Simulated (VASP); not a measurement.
The system is Si2W.

```xyz
3
Lattice="-1.6069 1.6069 3.9150 1.6069 -1.6069 3.9150 1.6069 1.6069 -3.9150" Properties=species:S:1:pos:R:3 pbc="T T T"
Si    0.0000    0.0000    2.6207
Si    0.0000    0.0000    5.2092
W     0.0000    0.0000    0.0000
```

* Program: VASP 6.6.1
* Task: relaxation of cell and atoms
* Functional: PBE
* Potentials or basis: VASP PAW PBE potentials, release 64 (Si, W_sv)
* Cutoff: 600 eV
* k mesh: 8 × 8 × 10
* Occupations: gaussian, width 0.02 eV
* Spin: no spin polarisation

At the start: pressure 3.4 GPa; volume 13.48 Å³/atom.

Question: Where does the relaxation end?

Answer: Over 6 steps the energy falls by 2.1 meV/atom and the volume is 13.68 Å³/atom (+1.5 %); space group I4/mmm (No. 139, to 0.1 Å) before and after.

Step by step:
| step | energy change (eV) | largest force (eV/Å) | pressure (GPa) | volume (Å³) |
| --- | --- | --- | --- | --- |
| 1 | 0.0000 | 0.0614 | 3.39 | 40.44 |
| 2 | 0.0134 | 0.1085 | -5.53 | 42.13 |
| 3 | -0.0064 | 0.0027 | -0.01 | 41.04 |
| 4 | -0.0064 | 0.0015 | 0.05 | 41.03 |
| 5 | -0.0064 | 0.0011 | 0.06 | 41.03 |
| 6 | -0.0064 | 0.0012 | 0.05 | 41.03 |

Final structure:
```cif
data_structure
_symmetry_space_group_name_H-M 'P 1'
_symmetry_Int_Tables_number 1
_cell_length_a 4.5481
_cell_length_b 4.5481
_cell_length_c 4.5481
_cell_angle_alpha 138.403
_cell_angle_beta 138.403
_cell_angle_gamma 60.286
_cell_volume 41.03
loop_
_atom_site_label
_atom_site_type_symbol
_atom_site_fract_x
_atom_site_fract_y
_atom_site_fract_z
_atom_site_occupancy
Si1 Si 0.33457 0.33457 0.00000 1
Si2 Si 0.66543 0.66543 0.00000 1
W1 W 0.00000 0.00000 0.00000 1
```
